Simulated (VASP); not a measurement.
# Sb (Fm-3m) in VASP: further runs

Runs on Sb. Level: r2SCAN. Tasks: single point.

Program: VASP 6.6.1. These are calculated values, not measurements. Logs are shortened: lines on timing, memory, paths and dates and some standing lists are left out, and cuts for length are marked.

## Step 1: The cell of the first run

The structure is cubic, space group Fm-3m (No. 225). The conventional cell has a = 4.711 Å, b = 4.711 Å, c = 4.711 Å, α = 90.00°, β = 90.00°, γ = 90.00°. Sb (site symmetry m-3m) has 12 Sb at 3.33 Å within 4.4 Å.

## Step 2: Single point, r2SCAN

File POSCAR:

```
Sb
1.0
    0.0000000000      2.3553276627      2.3553276627
    2.3553276627      0.0000000000      2.3553276627
    2.3553276627      2.3553276627      0.0000000000
Sb
1
Direct
    0.0000000000      0.0000000000      0.0000000000
```

File INCAR.step1:

```
SYSTEM = Sb
ALGO = Normal ; EDIFF = 1E-4
ENCUT = 520 ; GGA = PE
ISMEAR = -1 ; LASPH = .TRUE.
LCHARG = .FALSE. ; LREAL = .FALSE.
LWAVE = .TRUE. ; NBANDS = 8
NELM = 60 ; PREC = Accurate
SIGMA = 0.05
```

File INCAR.step2:

```
SYSTEM = Sb
ALGO = Normal ; EDIFF = 1E-6
ENCUT = 520 ; ISIF = 2
ISMEAR = -1 ; ISTART = 1
LASPH = .TRUE. ; LCHARG = .TRUE.
LELF = .TRUE. ; LMIXTAU = .TRUE.
LREAL = .FALSE. ; LVHAR = .TRUE.
LWAVE = .FALSE. ; METAGGA = R2SCAN
NBANDS = 8 ; NELM = 60
PREC = Accurate ; SIGMA = 0.05
```

File KPOINTS:

```
k-points
0
G
  10 10 10
  0 0 0
```

Potentials or basis: VASP PAW PBE potentials, release 64 (Sb).

Launch:

```
$ cat potpaw_PBE.64/Sb/POTCAR > POTCAR
$ cp INCAR.step1 INCAR
$ mpirun -np 1 vasp_std > vasp.out
$ cp INCAR.step2 INCAR
$ mpirun -np 1 vasp_std > vasp.out
```

OUTCAR:

```text
SYSTEM = Sb
   EDIFF = 1E-6
   ENCUT = 520
   ISIF = 2
   ISMEAR = -1
   ISTART = 1
   LASPH = .TRUE.
   LREAL = .FALSE.
   METAGGA = R2SCAN
   NELM = 60
   PREC = Accurate

 ion  position               nearest neighbor table
   1  0.000  0.000  0.000-

  LATTYP: Found a face centered cubic cell.
 ALAT       =     4.7106553254

  Lattice vectors:

 A1 = (   0.0000000000,   2.3553276627,   2.3553276627)
 A2 = (   2.3553276627,   0.0000000000,   2.3553276627)
 A3 = (   2.3553276627,   2.3553276627,   0.0000000000)

Analysis of symmetry for initial positions (statically):
=====================================================================
 Subroutine PRICEL returns:
 Original cell was already a primitive cell.

 Routine SETGRP: Setting up the symmetry group for a
 face centered cubic supercell.

 Subroutine GETGRP returns: Found 48 space group operations
[... 9 lines left out ...]

 Routine SETGRP: Setting up the symmetry group for a
 face centered cubic supercell.

 Subroutine GETGRP returns: Found 48 space group operations
[... 11 lines left out ...]
                                     Primitive cell

  volume of cell :      26.1327

  direct lattice vectors                    reciprocal lattice vectors
     0.000000000  2.355327663  2.355327663    -0.212284689  0.212284689  0.212284689
     2.355327663  0.000000000  2.355327663     0.212284689 -0.212284689  0.212284689
     2.355327663  2.355327663  0.000000000     0.212284689  0.212284689 -0.212284689

  length of vectors
     3.330936324  3.330936324  3.330936324     0.367687867  0.367687867  0.367687867

  position of ions in fractional coordinates (direct lattice)
     0.000000000  0.000000000  0.000000000

  ion indices of the primitive-cell ions
   primitive index   ion index
                 1           1

----------------------------------------------------------------------------------------

 KPOINTS: k-points

Automatic generation of k-mesh.
 Grid dimensions read from file:
 generate k-points for:   10   10   10

 Generating k-lattice:

  Cartesian coordinates                     Fractional coordinates (reciprocal lattice)
    -0.021228469  0.021228469  0.021228469     0.100000000  0.000000000  0.000000000
     0.021228469 -0.021228469  0.021228469     0.000000000  0.100000000  0.000000000
     0.021228469  0.021228469 -0.021228469     0.000000000  0.000000000  0.100000000

  Length of vectors
[... 48 lines left out ...]
   ICHARG =      0    charge: 1-file 2-atom 10-const
   ISPIN  =      1    spin polarized calculation?
   LNONCOLLINEAR =      F non collinear calculations
   LSORBIT =      F    spin-orbit coupling
   LASPH  =      T    aspherical Exc in radial PAW
   ENCUT  =  520.0 eV  38.22 Ry    6.18 a.u.   6.19  6.19  6.19*2*pi/ulx,y,z
   NELM   =     60;   NELMIN=  2; NELMDL=  0     # of ELM steps
   EDIFF  = 0.1E-05   stopping-criterion for ELM
   LREAL  =      F    real-space projection
   EDIFFG = 0.1E-04   stopping-criterion for IOM
   NSW    =      0    number of steps for IOM
   IBRION =     -1    ionic relax: 0-MD 1-quasi-New 2-CG
   NFREE  =      0    steps in history (QN), initial steepest desc. (CG)
   ISIF   =      2    stress and relaxation
   ISYM   =      2    0-nonsym 1-usesym 2-fastsym
   POTIM  = 0.5000    time-step for ionic-motion
   TEBEG  =    0.0;   TEEND  =   0.0 temperature during run
   PSTRESS=    0.0 pullay stress
   NELECT =       5.0000    total number of electrons
   NUPDOWN=      -1.0000    fix difference up-down
   EMIN   =  10.00;   EMAX   =-10.00  energy-range for DOS
   EFERMI =   0.00;   METHOD = LEGACY
   ISMEAR =    -1;   SIGMA  =   0.05  broadening in eV -4-tet -1-fermi 0-gaus
   EFERMI_NEDOS =   21; number of points for ismear=-14 and -15
   IALGO  =     38    algorithm
   IMIX   =      4    mixing-type and parameters
     AMIX     =   0.40;   BMIX     =  1.00
     AMIX_MAG =   1.60;   BMIX_MAG =  1.00
  volume/ion in A,a.u.               =      26.13       176.35
  Fermi-wavevector in a.u.,A,eV,Ry     =   0.943344  1.782662 12.107800  0.889898
  Thomas-Fermi vector in A             =   2.071042
   LORBIT       =      0    0 simple, 1 ext, 2 COOP (PROOUT), +10 PAW based schemes
   METAGGA = R2SCAN    functional components
   LHFCALC =     F    Hartree Fock is set to
   AEXX    =    0.0000 exact exchange contribution
   IVDW    =     0    specifies the selected vdW correction
   LEPSILON=     F    determine dielectric tensor
   LRPA    =     F    only Hartree local field effects (RPA)
 non-spin polarized calculation
  energy-cutoff  :      520.00
  volume of cell :       26.13
 maximum number of plane-waves:       725
 NGX is ok and might be reduce to    28
   NGX = 13   NGY = 13   NGZ = 13

 number of electron       5.0000000 magnetization

 Free energy of the ion-electron system (eV)
  ---------------------------------------------------
  ext. energy  EPLUGINS =         0.00000000
  ---------------------------------------------------
  free energy    TOTEN  =       -25.22401901 eV

  energy without entropy =      -25.21734510  energy(sigma->0) =      -25.22068205

 E-fermi :   8.8473     XC(G=0): -10.9778

 val. band max:        8.8215174443   @ k =  -0.2000   0.2000   0.0000
 cond. band min:       8.8773892142   @ k =   0.3000   0.2000   0.0000
 fundamental gap:      0.0558717699
 Fermi energy:         8.8473317460

 k-point     1 :       0.0000    0.0000    0.0000
  band No.  band energies     occupation
      1      -4.9695      2.00000
      2      14.7344      0.00000
      3      14.7344      0.00000
      4      14.7344      0.00000
      5      19.3806      0.00000
      6      19.3806      0.00000
      7      19.3806      0.00000
      8      19.8731      0.00000
[... 243 lines left out ...]
 k-point    24 :       0.4000    0.3000    0.0000
  band No.  band energies     occupation
      1      -1.3773      2.00000
      2       6.7222      2.00000
      3       9.0904      0.01536
      4      10.0682      0.00000
      5      14.4427      0.00000
      6      15.7386      0.00000
      7      24.6165      0.00000
      8      25.4869      0.00000

 [... further k-points ...]
[... 5 lines left out ...]
  --------------------------------------------------------------------------------------
  -------------------------------------------------------------------------------------
  Total        0.3928676      0.3928676      0.3928676     -0.0000000      0.0000000     -0.0000000
  in kB       24.0864522     24.0864522     24.0864522     -0.0000000      0.0000000     -0.0000000
  external PRESSURE =      24.0864522 kB  Pullay stress =       0.0000000 kB

 VOLUME and BASIS-vectors are now :
 -----------------------------------------------------------------------------
  energy-cutoff  :      520.00
  volume of cell :       26.13
      direct lattice vectors                 reciprocal lattice vectors
     0.000000000  2.355327663  2.355327663    -0.212284689  0.212284689  0.212284689
     2.355327663  0.000000000  2.355327663     0.212284689 -0.212284689  0.212284689
     2.355327663  2.355327663  0.000000000     0.212284689  0.212284689 -0.212284689

 POSITION                                       TOTAL-FORCE (eV/Angst)
 -----------------------------------------------------------------------------------
      0.00000      0.00000      0.00000         0.000000      0.000000      0.000000
 -----------------------------------------------------------------------------------
    total drift:                                0.000000      0.000000      0.000000

  FREE ENERGIE OF THE ION-ELECTRON SYSTEM (eV)
  ---------------------------------------------------
  free  energy   TOTEN  =       -25.2240190059 eV

  energy  without entropy=      -25.2173450990  energy(sigma->0) =      -25.22068205
```

OUTCAR.step1:

```text
SYSTEM = Sb
   EDIFF = 1E-4
   ENCUT = 520
   GGA = PE
   ISMEAR = -1
   LASPH = .TRUE.
   LREAL = .FALSE.
[... 480 lines left out ...]
 -----------------------------------------------------------------------------------
      0.00000      0.00000      0.00000         0.000000      0.000000      0.000000
 -----------------------------------------------------------------------------------
    total drift:                                0.000000      0.000000      0.000000

  FREE ENERGIE OF THE ION-ELECTRON SYSTEM (eV)
  ---------------------------------------------------
  free  energy   TOTEN  =        -3.8117248605 eV

  energy  without entropy=       -3.8047827697  energy(sigma->0) =       -3.80825382
```

OSZICAR.step1:

```text
N       E                     dE             d eps       ncg     rms          rms(c)
DAV:   1     0.560920412974E+01    0.56092E+01   -0.16717E+03   768   0.413E+02
DAV:   2    -0.372710316636E+01   -0.93363E+01   -0.88933E+01  1112   0.534E+01
DAV:   3    -0.381653618388E+01   -0.89433E-01   -0.89400E-01   864   0.598E+00
DAV:   4    -0.381681707144E+01   -0.28089E-03   -0.28089E-03  1216   0.424E-01
DAV:   5    -0.381681747053E+01   -0.39910E-06   -0.39865E-06   928   0.103E-02    0.179E+00
DAV:   6    -0.381352179200E+01    0.32957E-02   -0.17204E-03   904   0.220E-01    0.102E+00
DAV:   7    -0.381171737436E+01    0.18044E-02   -0.36397E-03   872   0.320E-01    0.501E-02
DAV:   8    -0.381172486052E+01   -0.74862E-05   -0.44500E-05   960   0.529E-02
   1 F= -.38117249E+01 E0= -.38082538E+01  d E =-.694209E-02
```

Run time: 34 s. Hardware: 1 thread of Intel Xeon 6975P-C, shared host; peak memory 0.16 GiB.

What came out:

* Free energy: -25.2240 eV
* Pressure: 2.4 GPa

Levels at points of the mesh, in eV from the Fermi level:
| k point | band 1 | band 2 | band 3 | band 4 | band 5 |
| --- | --- | --- | --- | --- | --- |
| (0.00, 0.00, 0.00) | -13.82 | 5.89 | 5.89 | 5.89 | 10.53 |
| (0.50, 0.00, 0.00) | -9.62 | -6.34 | 3.99 | 3.99 | 8.98 |
| (0.50, 0.50, 0.00) | -7.74 | -5.42 | 0.38 | 0.38 | 4.70 |

Caveat: the PAW data sets were made with another functional, which shifts forces and pressure a little; spin-orbit coupling is left out, which moves the levels of the heavy elements.

## Step 3: Single point, r2SCAN

This run uses another cell than the first one, of 26.67 Å³/atom, 1.020 times its volume.

File POSCAR:

```
Sb
1.0
    0.0000000000      2.3712425216      2.3712425216
    2.3712425216      0.0000000000      2.3712425216
    2.3712425216      2.3712425216      0.0000000000
Sb
1
Direct
    0.0000000000      0.0000000000      0.0000000000
```

File INCAR.step1:

```
SYSTEM = Sb
PREC = Accurate
ENCUT = 520
ISMEAR = -1
SIGMA = 0.05
LREAL = .FALSE.
LASPH = .TRUE.
NELM = 100
NBANDS = 8
GGA = PE
ALGO = Normal
EDIFF = 1E-4
LWAVE = .TRUE.
LCHARG = .FALSE.
```

File INCAR.step2:

```
SYSTEM = Sb
PREC = Accurate
ENCUT = 520
EDIFF = 1E-7
ISMEAR = -1
SIGMA = 0.05
LREAL = .FALSE.
LASPH = .TRUE.
NELM = 100
ALGO = Normal
ISIF = 2
LWAVE = .FALSE.
LCHARG = .FALSE.
METAGGA = R2SCAN
LMIXTAU = .TRUE.
NBANDS = 8
ISTART = 1
```

File KPOINTS:

```
Automatic mesh
0
G
  10 10 10
  0 0 0
```

Potentials or basis: VASP PAW PBE potentials, release 64 (Sb).

Launch:

```
$ cat potpaw_PBE.64/Sb/POTCAR > POTCAR
$ cp INCAR.step1 INCAR
$ mpirun -np 1 vasp_std > vasp.out
$ cp INCAR.step2 INCAR
$ mpirun -np 1 vasp_std > vasp.out
```

Run time: 41 s. Hardware: 1 thread of Intel Xeon 6975P-C, shared host; peak memory 0.17 GiB.

The run converged. Its results:

| Quantity | Value |
| --- | --- |
| Free energy | -25.2294 eV |
| Pressure | 1.0 GPa |

Levels at points of the mesh, in eV from the Fermi level:
```
           k point  band 1  band 2  band 3  band 4  band 5  band 6
(0.00, 0.00, 0.00)  -13.64    5.73    5.73    5.73   10.47   10.47
(0.50, 0.00, 0.00)   -9.56   -6.20    3.88    3.88    8.85    9.60
(0.50, 0.50, 0.00)   -7.75   -5.30    0.38    0.38    4.68    4.86
```

Caveat: the PAW data sets were made with another functional, which shifts forces and pressure a little; spin-orbit coupling is left out, which moves the levels of the heavy elements.
